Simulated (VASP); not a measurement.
Wanted: the native input for a VASP 6.6.1 run.

| Property | Result |
| --- | --- |
| Task | electric field gradients |
| Functional | PBE |
| Potentials or basis | VASP PAW PBE potentials, release 64 (Sb) |
| Cutoff | 400 eV |
| k mesh | 9 × 9 × 9 |
| Occupations | fermi-dirac, width 0.05 eV |
| Spin | no spin polarisation |
| Dipole correction | no |
| Further INCAR settings | ALGO = Normal; EDIFF = 1e-08; NBANDS = 12 |

The structure of Sb lies in POSCAR:

```
Sb
1.0
    2.1506003320      1.2416496806      3.7065600000
   -2.1506003320      1.2416496806      3.7065600000
    0.0000000000     -2.4832993611      3.7065600000
Sb
2
Direct
    0.2336400000      0.2336400000      0.2336400000
    0.7663600000      0.7663600000      0.7663600000
```

This cell differs from its parent crystal: zz strain of -1 %.

These files were run (other wordings do the same):

INCAR

```
SYSTEM = Sb
ALGO = Normal
EDIFF = 1E-8
ENCUT = 400
GGA = PE
GGA_COMPAT = .FALSE.
ISIF = 2
ISMEAR = -1
LASPH = .TRUE.
LCHARG = .FALSE.
LEFG = .TRUE.
LREAL = .FALSE.
LWAVE = .FALSE.
NBANDS = 12
NELM = 120
PREC = Accurate
SIGMA = 0.05
```

KPOINTS

```
k-points
0
G
  9 9 9
  0 0 0
```

Potentials or basis: VASP PAW PBE potentials, release 64 (Sb).

Run with:

```console
$ cat potpaw_PBE.64/Sb/POTCAR > POTCAR
$ mpirun -np 1 vasp_std > vasp.out
```

It gave:

* Pressure: 3.8 GPa
* Largest force: 0.310 eV/Å
* Band gap on the k mesh: 0.07 eV, indirect (least direct gap 0.47 eV)

Caveat: the cell differs from its parent crystal (zz strain of -1 %); without QUAD_EFG the Cq values of the log hold for a quadrupole moment of 1 mb, not for the nuclei; spin-orbit coupling is left out, which moves the levels of the heavy elements.

Wall time 41 s on 1 thread of Intel(R) Xeon(R) Platinum 8488C (Sapphire Rapids), with other jobs on the host, peak memory 0.18 GiB.
